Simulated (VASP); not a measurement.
Here is a VASP 6.6.1 calculation.

The input INCAR:

```
PREC = Accurate ; ENCUT = 520
EDIFF = 1E-7 ; ISMEAR = -1
SIGMA = 0.05 ; LREAL = F
LASPH = T ; NELM = 60
ALGO = Normal ; ISIF = 2
LWAVE = F ; LCHARG = T
GGA = CA ; LELF = T
LVHAR = T ; NBANDS = 12
```

File KPOINTS:

```
regular mesh
0
Gamma
  9 6 6
```

POSCAR

```
Sb
1.0
    3.1634909488      0.0000000000      0.0000000000
    0.0000000000      4.4047287450      0.0000000000
   -0.0394270982      0.0000000000      4.4638303856
Sb
2
Direct
    0.0113890000      0.2500000000      0.2411660000
    0.9886110000      0.7500000000      0.7588340000
```

Potentials or basis: VASP PAW LDA potentials, release 64 (Sb).

Launch:

```sh
$ cat potpaw_LDA.64/Sb/POTCAR > POTCAR
$ mpirun -np 1 vasp_std > vasp.out
```

Problem. Estimate the largest force.

Solution. 0.049 eV/Å.

Problem. What does it give for the band gap on the k mesh?

Solution. Zero (band 5 reaches 11.31 eV, above the bottom of band 6 at 3.42 eV).

Problem. Estimate the pressure.

Solution. -4.9 GPa.

Stress tensor (GPa, compression positive):
```
-4.47  0.00  0.07
 0.00 -5.20  0.00
 0.07  0.00 -5.13
```

Caveat: spin-orbit coupling is left out, which moves the levels of the heavy elements.
